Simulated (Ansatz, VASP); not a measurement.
# Two plane-wave programs on GeCl2

```xyz
3
Lattice="4.9744 0.0000 0.0000 -2.4872 4.3080 0.0000 0.0000 0.0000 4.7713" Properties=species:S:1:pos:R:3 pbc="T T T"
Ge    0.0000    0.0000    3.6711
Cl    0.0000    2.8720    3.6220
Cl    2.4872    1.4360    3.6220
```

Alike in both runs: task relaxation of cell and atoms; functional PBE; k mesh 12 × 12 × 10; occupations gaussian, width 0.1 eV; no spin polarisation.

|  | VASP | Ansatz |
| --- | --- | --- |
| version | VASP 6.6.1 | Ansatz 0.2.0 |
| potentials or method | VASP PAW PBE potentials, release 64 (Ge_d, Cl), cutoff 600 eV | scalar-relativistic, plane waves, PAW |
| valence electrons in the cell | 28 | 28 |

VASP gave:

```
gap on the k mesh at the Fermi level, each at its own relaxed structure (eV) : 0.32
relaxed volume (Å³/atom)                                                     : 41.38
relaxed cell length with the largest relative difference (Å)                 : 5.778
```

Task: What did Ansatz give for the same quantities?

Result: gap on the k mesh at the Fermi level, each at its own relaxed structure (eV): 0.43; relaxed volume (Å³/atom): 47.01; relaxed cell length with the largest relative difference (Å): 6.556.

One of these differences is far larger than is usual between the two programs; its cause wasn't traced. Ansatz's warnings: xc potential rough in thin density.

Noted on VASP's run: the volume moved by over 15 % at a fixed basis, so the end points are rough.
